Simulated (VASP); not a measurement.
# Sn (I4_1/amd) in VASP: a series of runs, part 2 of 2

VASP 6.6.1. Earlier steps stand in the parts before.

## 3. Relaxation of shape and atoms at fixed volume, PBE

This run uses another cell than the first one, of 24.98 Å³/atom.

File INCAR:

```
PREC = Accurate ; ENCUT = 600
EDIFF = 1E-6 ; ISMEAR = -1
SIGMA = 0.05 ; LREAL = False
LASPH = True ; NELM = 60
ALGO = Normal ; ISIF = 4
LWAVE = False ; LCHARG = False
GGA = PE ; IBRION = 2
NSW = 50 ; EDIFFG = -0.005
```

File KPOINTS:

```
Automatic mesh
0
Gamma
  13 13 13
```

File POSCAR:

```
Sn
1.0
   -2.8417969314      2.8417969314      1.5464009530
    2.8417969314     -2.8417969314      1.5464009530
    2.8417969314      2.8417969314     -1.5464009530
Sn
2
Direct
   -0.3750000000     -0.1250000000     -0.2500000000
    0.3750000000      0.1250000000      0.2500000000
```

Potentials or basis: VASP PAW PBE potentials, release 64 (Sn_d).

Launch:

```sh
$ cat potpaw_PBE.64/Sn_d/POTCAR > POTCAR
$ mpirun -np 1 vasp_std > vasp.out
```

OUTCAR:

```text
PREC = Accurate
   ENCUT = 600
   EDIFF = 1E-6
   ISMEAR = -1
   LREAL = False
   LASPH = True
   NELM = 60
   ISIF = 4
   GGA = PE
   IBRION = 2
   NSW = 50
   EDIFFG = -0.005

 ion  position               nearest neighbor table
   1  0.625  0.875  0.750-   2 2.95   2 2.95   2 2.95   2 2.95   2 3.67   2 3.67   2 3.67   2 3.67

   2  0.375  0.125  0.250-   1 2.95   1 2.95   1 2.95   1 2.95   1 3.67   1 3.67   1 3.67   1 3.67

  LATTYP: Found a body centered tetragonal cell.
 ALAT       =     5.6835938628
 C/A-ratio  =     0.5441630737

  Lattice vectors:

 A1 = (  -2.8417969314,   2.8417969314,   1.5464009530)
 A2 = (   2.8417969314,  -2.8417969314,   1.5464009530)
 A3 = (   2.8417969314,   2.8417969314,  -1.5464009530)

Analysis of symmetry for initial positions (statically):
=====================================================================
 Subroutine PRICEL returns:
 Original cell was already a primitive cell.

 Routine SETGRP: Setting up the symmetry group for a
 body centered tetragonal supercell.

 Subroutine GETGRP returns: Found 16 space group operations
 (whereof  4 operations were pure point group operations)
[... 169 lines left out ...]

  FORCE on cell =-STRESS in cart. coord.  units (eV):
  Direction    XX          YY          ZZ          XY          YZ          ZX
  --------------------------------------------------------------------------------------
  -------------------------------------------------------------------------------------
  Total        2.6231192      2.6231192      2.5258051      0.0000000     -0.0000000      0.0000000
  in kB       84.1318475     84.1318475     81.0106737      0.0000000     -0.0000000      0.0000000
  external PRESSURE =      83.0914562 kB  Pullay stress =       0.0000000 kB
[... 59 lines left out ...]
--------------------------------------- Ionic step        3  -------------------------------------------

 number of electron      27.9999999 magnetization

 Free energy of the ion-electron system (eV)
  ---------------------------------------------------
  ext. energy  EPLUGINS =         0.00000000
  ---------------------------------------------------
  free energy    TOTEN  =        -7.46070107 eV

  energy without entropy =       -7.45431480  energy(sigma->0) =       -7.45750793

 E-fermi :   9.0227     XC(G=0): -10.7023

 val. band max:        9.0173506103   @ k =   0.4615   0.3077  -0.0000
 cond. band min:       9.0265625792   @ k =  -0.3077   0.1538   0.0769
 fundamental gap:      0.0092119688
 Fermi energy:         9.0227229844

 k-point     1 :       0.0000    0.0000    0.0000
  band No.  band energies     occupation
      1     -12.7532      2.00000
      2     -12.6488      2.00000
      3     -12.6009      2.00000
      4     -12.5849      2.00000
      5     -12.3830      2.00000
      6     -12.3830      2.00000
[... 481 lines left out ...]
      5     -12.4601      2.00000
      6     -12.4285      2.00000
[... 10 lines left out ...]
     17      12.9913      0.00000
     18      14.4997      0.00000

 [... further k-points ...]
[... 5 lines left out ...]
  --------------------------------------------------------------------------------------
  -------------------------------------------------------------------------------------
  Total        2.5992304      2.5992304      2.5997945     -0.0000000      0.0000000      0.0000000
  in kB       83.3656582     83.3656582     83.3837501     -0.0000000      0.0000000      0.0000000
  external PRESSURE =      83.3716888 kB  Pullay stress =       0.0000000 kB
[... 17 lines left out ...]
  FREE ENERGIE OF THE ION-ELECTRON SYSTEM (eV)
  ---------------------------------------------------
  free  energy   TOTEN  =        -7.4607010668 eV

  energy  without entropy=       -7.4543147977  energy(sigma->0) =       -7.45750793

 reached required accuracy - stopping structural energy minimisation
```

OSZICAR:

```text
N       E                     dE             d eps       ncg     rms          rms(c)
DAV:   1     0.207100535711E+03    0.20710E+03   -0.16553E+04  7084   0.275E+03
DAV:   2     0.104517823162E+02   -0.19665E+03   -0.19425E+03  7070   0.472E+02
[... 16 lines left out ...]
   2 F= -.74606910E+01 E0= -.74574952E+01  d E =-.100884E-03
       N       E                     dE             d eps       ncg     rms          rms(c)
DAV:   1    -0.746089463775E+01   -0.20341E-03   -0.52698E-03  8188   0.652E-01    0.682E-02
DAV:   2    -0.746076927520E+01    0.12536E-03   -0.26541E-04  8582   0.284E-01    0.424E-02
DAV:   3    -0.746069927613E+01    0.69999E-04   -0.15368E-04  9340   0.201E-01    0.522E-03
DAV:   4    -0.746070115967E+01   -0.18835E-05   -0.26614E-05  7430   0.665E-02    0.310E-03
DAV:   5    -0.746070106681E+01    0.92859E-07   -0.55239E-07  3890   0.155E-02
   3 F= -.74607011E+01 E0= -.74575079E+01  d E =-.110968E-03
```

CONTCAR:

```text
Sn
   1.00000000000000
    -2.8450623022977668    2.8450623022977668    1.5428532803290584
     2.8450623022977668   -2.8450623022977668    1.5428532803290584
     2.8450623022977668    2.8450623022977668   -1.5428532803290584
  Sn
     2
Direct
     0.6250000000000000    0.8750000000000000    0.7500000000000000
     0.3750000000000000    0.1250000000000000    0.2500000000000000

  0.00000000E+00  0.00000000E+00  0.00000000E+00
  0.00000000E+00  0.00000000E+00  0.00000000E+00
```

It took 5.9 min on 1 thread of Oxide Virtual Turin-like, shared host; peak memory 0.3 GiB.

Results:

- Free energy: -7.4607 eV
- Energy gained by relaxing: 0.1 meV/atom
- Ionic steps: 3
- Pressure after relaxing: 8.3 GPa
- Band gap on the k mesh: zero (bands 14 and 15 overlap by 4.55 eV)

The path:
```csv
step,energy change (eV),largest force (eV/Å),pressure (GPa),volume (Å³)
1,0.0000,0.0000,8.31,49.95
2,-0.0001,0.0000,8.34,49.95
3,-0.0001,0.0000,8.34,49.95
```

Final structure:
```cif
data_structure
_symmetry_space_group_name_H-M 'P 1'
_symmetry_Int_Tables_number 1
_cell_length_a 4.3092
_cell_length_b 4.3092
_cell_length_c 4.3092
_cell_angle_alpha 97.365
_cell_angle_beta 97.365
_cell_angle_gamma 138.041
_cell_volume 49.95
loop_
_atom_site_label
_atom_site_type_symbol
_atom_site_fract_x
_atom_site_fract_y
_atom_site_fract_z
_atom_site_occupancy
Sn1 Sn 0.62500 0.87500 0.75000 1
Sn2 Sn 0.37500 0.12500 0.25000 1
```

Caveat: spin-orbit coupling is left out, which moves the levels of the heavy elements.

The gap in the log of VASP goes by the Fermi energy; the results here count the filled bands.